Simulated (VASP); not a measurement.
A run of VASP 6.6.1 is set up as follows.

Contents of INCAR:

```
PREC = Accurate ; ENCUT = 520
EDIFF = 1E-7 ; ISMEAR = 0
SIGMA = 0.1 ; LREAL = False
LASPH = True ; NELM = 60
ALGO = Normal ; ISIF = 2
LWAVE = False ; LCHARG = False
GGA = CA ; NBANDS = 12
```

File KPOINTS:

```
Automatic mesh
0
Gamma
  9 9 9
```

The input POSCAR:

```
La
1.0
   -2.1238310710      2.1238310710      2.1238310710
    2.1238310710     -2.1238310710      2.1238310710
    2.1238310710      2.1238310710     -2.1238310710
La
1
Direct
    0.0000000000      0.0000000000      0.0000000000
```

Potentials or basis: VASP PAW LDA potentials, release 64 (La).

The run is started by

```bash
$ cat potpaw_LDA.64/La/POTCAR > POTCAR
$ mpirun -np 1 vasp_std > vasp.out
```

Predict the pressure.

-3.9 GPa.
